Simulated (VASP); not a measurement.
Sc8H, 9 atoms in the cell. The cell holds a slab with vacuum, 9 atoms: a = 6.459 Å, b = 4.985 Å, c = 19.026 Å, α = 90.00°, β = 90.00°, γ = 90.00°. 

```yaml
Program: VASP 6.6.1
Task: single point
Functional: LDA
Potentials_or_basis: VASP PAW LDA potentials, release 64 (Sc_sv, H)
Cutoff: 520 eV
k_mesh: 4 × 6 × 1
Occupations: gaussian, width 0.1 eV
Spin: no spin polarisation
Dipole_correction: yes
Further_INCAR_settings: ALGO = Normal; EDIFF = 1e-07; NBANDS = 54
```

Potentials or basis: VASP PAW LDA potentials, release 64 (Sc_sv, H).

The run is started by

```console
$ cat potpaw_LDA.64/Sc_sv/POTCAR potpaw_LDA.64/H/POTCAR > POTCAR
$ mpirun -np 1 vasp_std > vasp.out
```

Hardware: 1 thread of Intel(R) Xeon(R) 6975P-C (Granite Rapids) (shared host).

**Question.** How long does it take, and how much memory?

**Answer.** Run time: 9.3 min on 1 thread of Intel(R) Xeon(R) 6975P-C (Granite Rapids), on a shared host, peak memory 0.62 GiB. Counts: scf iterations 31, k points 12.
